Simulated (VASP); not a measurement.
# Ca (Fm-3m) in VASP: notebook

Runs on Ca. Level: PBE. Tasks: density of states.

All numbers are computed with VASP 6.6.1; they aren't measurements. Logs are shortened: lines on timing, memory, paths and dates and some standing lists are left out, and cuts for length are marked.

### Step 1. The cell of the first run

It takes space group Fm-3m (No. 225, cubic). Conventional cell: a = 5.525 Å, b = 5.525 Å, c = 5.525 Å, α = 90.00°, β = 90.00°, γ = 90.00°. Within 5.1 Å of Ca (site symmetry m-3m) lie 12 Ca at 3.91 Å.

### Step 2. Density of states, PBE

POSCAR

```
Ca
1.0
    0.0000000000      2.7623962668      2.7623962668
    2.7623962668      0.0000000000      2.7623962668
    2.7623962668      2.7623962668      0.0000000000
Ca
1
Direct
    0.0000000000      0.0000000000      0.0000000000
```

INCAR.step1

```
SYSTEM = Ca
  PREC = Accurate
  ENCUT = 520
  EDIFF = 1E-6
  ISMEAR = 0
  SIGMA = 0.1
  LREAL = .False.
  LASPH = .True.
  NELM = 100
  ALGO = Normal
  ISIF = 2
  LWAVE = .False.
  LCHARG = .True.
  GGA = PE
  NBANDS = 11
```

KPOINTS.step1

```
regular mesh
0
Gamma
  14 14 14
  0 0 0
```

INCAR.step2

```
SYSTEM = Ca
  PREC = Accurate
  ENCUT = 520
  EDIFF = 1E-6
  ISMEAR = -5
  SIGMA = 0.1
  LREAL = .False.
  LASPH = .True.
  NELM = 100
  ALGO = Normal
  ISIF = 2
  LWAVE = .False.
  LCHARG = .False.
  GGA = PE
  LORBIT = 11
  NBANDS = 11
  NEDOS = 1001
  ICHARG = 11
```

KPOINTS.step2

```
regular mesh
0
Gamma
  21 21 21
  0 0 0
```

Potentials or basis: VASP PAW PBE potentials, release 64 (Ca_sv).

Launch:

```sh
$ cat potpaw_PBE.64/Ca_sv/POTCAR > POTCAR
$ cp INCAR.step1 INCAR
$ cp KPOINTS.step1 KPOINTS
$ mpirun -np 1 vasp_std > vasp.out
$ cp INCAR.step2 INCAR
$ cp KPOINTS.step2 KPOINTS
$ mpirun -np 1 vasp_std > vasp.out
```

OUTCAR:

```text
SYSTEM = Ca
   PREC = Accurate
   ENCUT = 520
   EDIFF = 1E-6
   ISMEAR = -5
   LREAL = .False.
   LASPH = .True.
   NELM = 100
   ISIF = 2
   GGA = PE
   LORBIT = 11
   ICHARG = 11

 ion  position               nearest neighbor table
   1  0.000  0.000  0.000-

  LATTYP: Found a face centered cubic cell.
 ALAT       =     5.5247925336

  Lattice vectors:

 A1 = (   0.0000000000,   2.7623962668,   2.7623962668)
 A2 = (   2.7623962668,   0.0000000000,   2.7623962668)
 A3 = (   2.7623962668,   2.7623962668,   0.0000000000)

Analysis of symmetry for initial positions (statically):
=====================================================================
 Subroutine PRICEL returns:
 Original cell was already a primitive cell.

 Routine SETGRP: Setting up the symmetry group for a
 face centered cubic supercell.

 Subroutine GETGRP returns: Found 48 space group operations
 (whereof 48 operations were pure point group operations)
 out of a pool of 48 trial point group operations.

The static configuration has the point symmetry O_h .

Analysis of symmetry for dynamics (positions and initial velocities):
=====================================================================
 Subroutine PRICEL returns:
 Original cell was already a primitive cell.

 Routine SETGRP: Setting up the symmetry group for a
 face centered cubic supercell.

 Subroutine GETGRP returns: Found 48 space group operations
 (whereof 48 operations were pure point group operations)
 out of a pool of 48 trial point group operations.

The dynamic configuration has the point symmetry O_h .

 Subroutine INISYM returns: Found 48 space group operations
 (whereof 48 operations are pure point group operations),
 and found     1 'primitive' translations

----------------------------------------------------------------------------------------

                                     Primitive cell

  volume of cell :      42.1588

  direct lattice vectors                    reciprocal lattice vectors
     0.000000000  2.762396267  2.762396267    -0.181002272  0.181002272  0.181002272
     2.762396267  0.000000000  2.762396267     0.181002272 -0.181002272  0.181002272
     2.762396267  2.762396267  0.000000000     0.181002272  0.181002272 -0.181002272

  length of vectors
     3.906618265  3.906618265  3.906618265     0.313505131  0.313505131  0.313505131

  position of ions in fractional coordinates (direct lattice)
     0.000000000  0.000000000  0.000000000

  ion indices of the primitive-cell ions
   primitive index   ion index
                 1           1

----------------------------------------------------------------------------------------

 KPOINTS: regular mesh

Automatic generation of k-mesh.
 Grid dimensions read from file:
 generate k-points for:   21   21   21

 Generating k-lattice:

  Cartesian coordinates                     Fractional coordinates (reciprocal lattice)
    -0.008619156  0.008619156  0.008619156     0.047619048  0.000000000  0.000000000
     0.008619156 -0.008619156  0.008619156     0.000000000  0.047619048  0.000000000
     0.008619156  0.008619156 -0.008619156     0.000000000  0.000000000  0.047619048

  Length of vectors
     0.014928816  0.014928816  0.014928816

  Shift w.r.t. Gamma in fractional coordinates (k-lattice)
     0.000000000  0.000000000  0.000000000

 TETIRR: Found   1276 inequivalent tetrahedra from    55566

 Subroutine IBZKPT returns following result:
 ===========================================

 Found    286 irreducible k-points:

 Following reciprocal coordinates:
            Coordinates               Weight
  0.000000  0.000000  0.000000      1.000000
  0.047619  0.000000  0.000000      8.000000
  0.095238  0.000000  0.000000      8.000000
  0.142857  0.000000  0.000000      8.000000
  0.190476  0.000000  0.000000      8.000000
  0.238095  0.000000  0.000000      8.000000
[... 16 lines left out ...]
 -0.428571  0.047619  0.000000     24.000000
 -0.380952  0.047619  0.000000     24.000000
 [... further k-points ...]
   k-points           NKPTS =    286   k-points in BZ     NKDIM =    286   number of bands    NBANDS=     11
   number of dos      NEDOS =   1001   number of ions     NIONS =      1
   total plane-waves  NPLWV =  27000
   dimension x,y,z NGX =    30 NGY =   30 NGZ =   30
   dimension x,y,z NGXF=    60 NGYF=   60 NGZF=   60
   ions per type =               1
   NGX,Y,Z   is equivalent  to a cutoff of  12.77, 12.77, 12.77 a.u.
   NGXF,Y,Z  is equivalent  to a cutoff of  25.53, 25.53, 25.53 a.u.
 SYSTEM =  Ca
   PREC   = accura    normal or accurate (medium, high low for compatibility)
   ISTART =      0    job   : 0-new  1-cont  2-samecut
   ICHARG =     11    charge: 1-file 2-atom 10-const
   ISPIN  =      1    spin polarized calculation?
   LNONCOLLINEAR =      F non collinear calculations
   LSORBIT =      F    spin-orbit coupling
   LASPH  =      T    aspherical Exc in radial PAW
   ENCUT  =  520.0 eV  38.22 Ry    6.18 a.u.   7.26  7.26  7.26*2*pi/ulx,y,z
   NELM   =    100;   NELMIN=  2; NELMDL=  0     # of ELM steps
   EDIFF  = 0.1E-05   stopping-criterion for ELM
   LREAL  =      F    real-space projection
   EDIFFG = 0.1E-04   stopping-criterion for IOM
   NSW    =      0    number of steps for IOM
   IBRION =     -1    ionic relax: 0-MD 1-quasi-New 2-CG
   NFREE  =      0    steps in history (QN), initial steepest desc. (CG)
   ISIF   =      2    stress and relaxation
   ISYM   =      2    0-nonsym 1-usesym 2-fastsym
   POTIM  = 0.5000    time-step for ionic-motion
   TEBEG  =    0.0;   TEEND  =   0.0 temperature during run
   PSTRESS=    0.0 pullay stress
   NELECT =      10.0000    total number of electrons
   NUPDOWN=      -1.0000    fix difference up-down
   EMIN   =  10.00;   EMAX   =-10.00  energy-range for DOS
   EFERMI =   0.00;   METHOD = LEGACY
   ISMEAR =    -5;   SIGMA  =   0.10  broadening in eV -4-tet -1-fermi 0-gaus
   EFERMI_NEDOS =   21; number of points for ismear=-14 and -15
   IALGO  =     38    algorithm
   IMIX   =      4    mixing-type and parameters
     AMIX     =   0.40;   BMIX     =  1.00
     AMIX_MAG =   1.60;   BMIX_MAG =  1.00
  volume/ion in A,a.u.               =      42.16       284.50
  Fermi-wavevector in a.u.,A,eV,Ry     =   1.013395  1.915039 13.972774  1.026970
  Thomas-Fermi vector in A             =   2.146561
   LORBIT       =     11    0 simple, 1 ext, 2 COOP (PROOUT), +10 PAW based schemes
   GGA     = PE    functional components
   LHFCALC =     F    Hartree Fock is set to
   AEXX    =    0.0000 exact exchange contribution
   IVDW    =     0    specifies the selected vdW correction
   LEPSILON=     F    determine dielectric tensor
   LRPA    =     F    only Hartree local field effects (RPA)
 non-spin polarized calculation
 Fermi weights with tetrahedron method with Bloechl corrections
  energy-cutoff  :      520.00
  volume of cell :       42.16
 maximum number of plane-waves:      1155
 NGX is ok and might be reduce to    30

 number of electron      10.0000001 magnetization

 Free energy of the ion-electron system (eV)
  ---------------------------------------------------
  ext. energy  EPLUGINS =         0.00000000
  ---------------------------------------------------
  free energy    TOTEN  =        -1.92909143 eV

  energy without entropy =       -1.92909143  energy(sigma->0) =       -1.92909143

 E-fermi :   1.9610     XC(G=0):  -7.7389

 val. band max:        1.9700904326   @ k =  -0.3810   0.3333   0.0476
 cond. band min:       1.9090781838   @ k =  -0.4286   0.2381   0.0000
 fundamental gap:     -0.0610122488
 Fermi energy:         1.9610054793

 k-point     1 :       0.0000    0.0000    0.0000
  band No.  band energies     occupation
      1     -40.0528      2.00000
      2     -20.9696      2.00000
      3     -20.9696      2.00000
      4     -20.9696      2.00000
      5      -2.0638      2.00000
      6       4.3016      0.00000
      7       4.3016      0.00000
      8       4.3016      0.00000
      9       5.3723      0.00000
     10       5.3723      0.00000
     11      11.0862      0.00000

 k-point     2 :       0.0476    0.0000    0.0000
  band No.  band energies     occupation
      1     -40.0525      2.00000
      2     -20.9727      2.00000
      3     -20.9700      2.00000
      4     -20.9700      2.00000
      5      -2.0248      2.00000
      6       4.2587      0.00000
      7       4.3171      0.00000
      8       4.3171      0.00000
      9       5.3584      0.00000
     10       5.3584      0.00000
     11      11.1375      0.00000

 k-point     3 :       0.0952    0.0000    0.0000
  band No.  band energies     occupation
      1     -40.0516      2.00000
      2     -20.9818      2.00000
      3     -20.9712      2.00000
      4     -20.9712      2.00000
      5      -1.9087      2.00000
      6       4.1363      0.00000
      7       4.3589      0.00000
      8       4.3589      0.00000
      9       5.3236      0.00000
     10       5.3236      0.00000
     11      11.2503      0.00000

 k-point     4 :       0.1429    0.0000    0.0000
  band No.  band energies     occupation
      1     -40.0502      2.00000
      2     -20.9960      2.00000
      3     -20.9732      2.00000
      4     -20.9732      2.00000
      5      -1.7182      2.00000
      6       3.9497      0.00000
      7       4.4121      0.00000
      8       4.4121      0.00000
      9       5.2891      0.00000
     10       5.2891      0.00000
     11      11.0256      0.00000

 k-point     5 :       0.1905    0.0000    0.0000
  band No.  band energies     occupation
      1     -40.0484      2.00000
      2     -21.0141      2.00000
      3     -20.9757      2.00000
      4     -20.9757      2.00000
      5      -1.4575      2.00000
      6       3.7169      0.00000
      7       4.4493      0.00000
      8       4.4493      0.00000
      9       5.2892      0.00000
     10       5.2892      0.00000
     11      10.2898      0.00000
[... 211 lines left out ...]
 k-point    21 :       0.4762    0.0476    0.0000
  band No.  band energies     occupation
      1     -40.0392      2.00000
      2     -21.1051      2.00000
      3     -20.9902      2.00000
      4     -20.9895      2.00000
      5       0.8474      2.00000
      6       1.9513      1.03160
      7       4.1497      0.00000
      8       4.2202      0.00000
      9       6.0163      0.00000
     10       6.0576      0.00000
     11       7.2228      0.00000

 k-point    22 :      -0.4762    0.0476    0.0000
  band No.  band energies     occupation
      1     -40.0390      2.00000
      2     -21.1071      2.00000
      3     -20.9910      2.00000
      4     -20.9893      2.00000
      5       1.0040      2.00000
      6       1.8131      2.09800
      7       4.1416      0.00000
      8       4.2100      0.00000
      9       6.0444      0.00000
     10       6.0839      0.00000
     11       7.1597      0.00000

 k-point    23 :      -0.4286    0.0476    0.0000
  band No.  band energies     occupation
      1     -40.0394      2.00000
      2     -21.1031      2.00000
      3     -20.9910      2.00000
      4     -20.9882      2.00000
      5       0.7242      2.00000
      6       2.0576      0.12484
      7       4.1588      0.00000
      8       4.2268      0.00000
      9       5.9517      0.00000
     10       6.0686      0.00000
     11       7.2875      0.00000

 k-point    24 :      -0.3810    0.0476    0.0000
  band No.  band energies     occupation
      1     -40.0404      2.00000
      2     -21.0935      2.00000
      3     -20.9901      2.00000
      4     -20.9863      2.00000
      5       0.2948      2.00000
      6       2.4059      0.00000
      7       4.1993      0.00000
      8       4.2696      0.00000
      9       5.7969      0.00000
     10       5.9777      0.00000
     11       7.5948      0.00000

 [... further k-points ...]

------------------------ aborting loop because EDIFF is reached ----------------------------------------

  FORCE on cell =-STRESS in cart. coord.  units (eV):
  Direction    XX          YY          ZZ          XY          YZ          ZX
  --------------------------------------------------------------------------------------
  -------------------------------------------------------------------------------------
  Total        0.0035037      0.0035037      0.0035037      0.0000000     -0.0000000      0.0000000
  in kB        0.1331523      0.1331523      0.1331523      0.0000000     -0.0000000      0.0000000
  external PRESSURE =       0.1331523 kB  Pullay stress =       0.0000000 kB

 VOLUME and BASIS-vectors are now :
 -----------------------------------------------------------------------------
  energy-cutoff  :      520.00
  volume of cell :       42.16
      direct lattice vectors                 reciprocal lattice vectors
     0.000000000  2.762396267  2.762396267    -0.181002272  0.181002272  0.181002272
     2.762396267  0.000000000  2.762396267     0.181002272 -0.181002272  0.181002272
     2.762396267  2.762396267  0.000000000     0.181002272  0.181002272 -0.181002272

 POSITION                                       TOTAL-FORCE (eV/Angst)
 -----------------------------------------------------------------------------------
      0.00000      0.00000      0.00000         0.000000      0.000000      0.000000
 -----------------------------------------------------------------------------------
    total drift:                                0.000000      0.000000      0.000000

  FREE ENERGIE OF THE ION-ELECTRON SYSTEM (eV)
  ---------------------------------------------------
  free  energy   TOTEN  =        -1.9290914287 eV

  energy  without entropy=       -1.9290914287  energy(sigma->0) =       -1.92909143

 total charge

# of ion       s       p       d       tot
------------------------------------------
    1        2.085   5.832   0.159   8.076
```

Run time: 2 min. Hardware: 1 thread of Intel Xeon Platinum 8259CL at 2.50GHz (Skylake/Cascade Lake), shared host; peak memory 0.26 GiB.

Results:

```
Valence electrons inside the program's atomic spheres : Ca 8.08
```

Caveat: tetrahedron occupations give inexact forces and stress in metals.

### Step 3. Density of states, PBE

POSCAR

```
Ca
1.0
    0.0000000000      2.7623962667      2.7623962667
    2.7623962667      0.0000000000      2.7623962667
    2.7623962667      2.7623962667      0.0000000000
Ca
1
Direct
    0.0000000000      0.0000000000      0.0000000000
```

INCAR.step1 is that of step 2.

KPOINTS.step1 is that of step 2.

INCAR.step2 is that of step 2.

KPOINTS.step2 is that of step 2.

Potentials or basis: VASP PAW PBE potentials, release 64 (Ca_sv).

Launch:

```sh
$ cat potpaw_PBE.64/Ca_sv/POTCAR > POTCAR
$ cp INCAR.step1 INCAR
$ cp KPOINTS.step1 KPOINTS
$ mpirun -np 1 vasp_std > vasp.out
$ cp INCAR.step2 INCAR
$ cp KPOINTS.step2 KPOINTS
$ mpirun -np 1 vasp_std > vasp.out
```

Run time: 84 s. Hardware: 1 thread of Intel Xeon 6975P-C, shared host; peak memory 0.26 GiB.

It converged, with:

```
Valence electrons inside the program's atomic spheres : Ca 8.08
```

Levels at points of the mesh, in eV from the Fermi level:
```tsv
k point	band 3	band 4	band 5	band 6	band 7	band 8
(0.00, 0.00, 0.00)	-22.93	-22.93	-4.02	2.34	2.34	2.34
```

Caveat: tetrahedron occupations give inexact forces and stress in metals.
